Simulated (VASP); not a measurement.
# P: single point with r2SCAN

The system is P.

```
P
1.0
     4.27290    0.00000    0.00000
     0.00000    4.27290    0.00000
     0.00000    0.00000    4.15910
P
1
Direct
  0.00000 0.00000 0.00000
```

This cell differs from its parent crystal: strain +0.000 along x and y, -0.050 along z.

```json
{"Program": "VASP 6.6.1", "Task": "single point", "Functional": "r2SCAN", "Potentials or basis": "VASP PAW PBE potentials, release 64 (P)", "Cutoff": "520 eV", "k mesh": "12 × 12 × 12", "Occupations": "gaussian, width 0.15 eV", "Spin": "no spin polarisation"}
```

```
Pressure : -4.4 GPa
```

Stress tensor (GPa, compression positive):
```
-4.26  0.00  0.00
 0.00 -4.26  0.00
 0.00  0.00 -4.74
```

Levels at points of the mesh, in eV from the Fermi level:
```
           k point  band 1  band 2  band 3  band 4  band 5  band 6
(0.00, 0.00, 0.00)   -9.23    0.55    0.55    0.69    5.11    8.06
(0.50, 0.00, 0.00)   -9.04   -0.91    0.70    0.84    7.22    7.96
(0.50, 0.50, 0.00)   -8.87   -0.60   -0.60    0.97    6.11    8.97
(0.00, 0.00, 0.50)   -9.00   -0.97    0.73    0.73    7.25    8.04
(0.50, 0.00, 0.50)   -8.83   -0.66   -0.55    0.87    6.14    8.97
(0.50, 0.50, 0.50)   -8.67   -0.41   -0.30   -0.30    7.39    7.39
```

It took 8.5 min on 1 thread of AMD EPYC 7R13, with other jobs on the host, peak memory 0.22 GiB.

Caveat: the cell differs from its parent crystal (strain +0.000 along x and y, -0.050 along z); the PAW data sets were made with another functional, which shifts forces and pressure a little.
